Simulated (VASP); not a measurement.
Write the native input for VASP 6.6.1 that does the following.

- Task: single point
- Functional: BLYP
- Dispersion: D4
- Potentials or basis: VASP PAW PBE potentials, release 64 (Cd)
- Cutoff: 520 eV
- k mesh: 10 × 10 × 5
- Occupations: fermi-dirac, width 0.1 eV
- Spin: no spin polarisation
- Dipole correction: no
- Further INCAR settings: ALGO = Fast; EDIFF = 1e-06; NBANDS = 19

The structure of Cd lies in POSCAR:

```
Cd
1.0
    2.9788700000      0.0000000000      0.0000000000
   -1.4894350000      2.5797770946      0.0000000000
    0.0000000000      0.0000000000      5.6176500000
Cd
2
Direct
    0.6666666667      0.3333333333      0.7500000000
    0.3333333333      0.6666666667      0.2500000000
```

These files were run (other wordings do the same):

INCAR

```
SYSTEM = Cd
PREC     = Accurate       ! precision mode
ENCUT    = 520            ! plane-wave cutoff, eV
EDIFF    = 1E-6           ! SCF threshold, eV
ISMEAR   = -1             ! smearing method
SIGMA    = 0.1            ! smearing width, eV
LREAL    = .False.        ! projectors in reciprocal space
LASPH    = .True.         ! aspherical terms in the spheres
NELM     = 60             ! most SCF steps
ALGO     = Fast           ! electronic algorithm
ISIF     = 2              ! what is computed and relaxed
LWAVE    = .False.        ! write WAVECAR
LCHARG   = .True.         ! write CHGCAR
GGA      = B5             ! functional
ALDAX    = 1.0          
AGGAX    = 1.0          
AGGAC    = 1.0          
ALDAC    = 0.0          
IVDW     = 13             ! dispersion correction
VDW_S6   = 1.0          
VDW_S8   = 2.34076671   
VDW_A1   = 0.44488865   
VDW_A2   = 4.0933009    
LELF     = .True.         ! ELF
LVHAR    = .True.       
NBANDS   = 19             ! bands
```

KPOINTS

```
regular mesh
0
Gamma
  10 10 5
  0 0 0
```

Potentials or basis: VASP PAW PBE potentials, release 64 (Cd).

Command:

```sh
$ cat potpaw_PBE.64/Cd/POTCAR > POTCAR
$ mpirun -np 1 vasp_std > vasp.out
```

It gave:

* Pressure: 2.7 GPa
* Band gap on the k mesh: zero (band 12 reaches 4.50 eV, above the bottom of band 13 at 0.58 eV)
* Dispersion energy per atom: -0.776 eV

Caveat: the PAW data sets were made with another functional, which shifts forces and pressure a little; pairwise dispersion overbinds metals, which lowers pressure and volume.

Wall time 30 s on 1 thread of Intel(R) Xeon(R) Platinum 8259CL CPU @ 2.50GHz (Skylake/Cascade Lake) (shared host), peak memory 0.17 GiB.
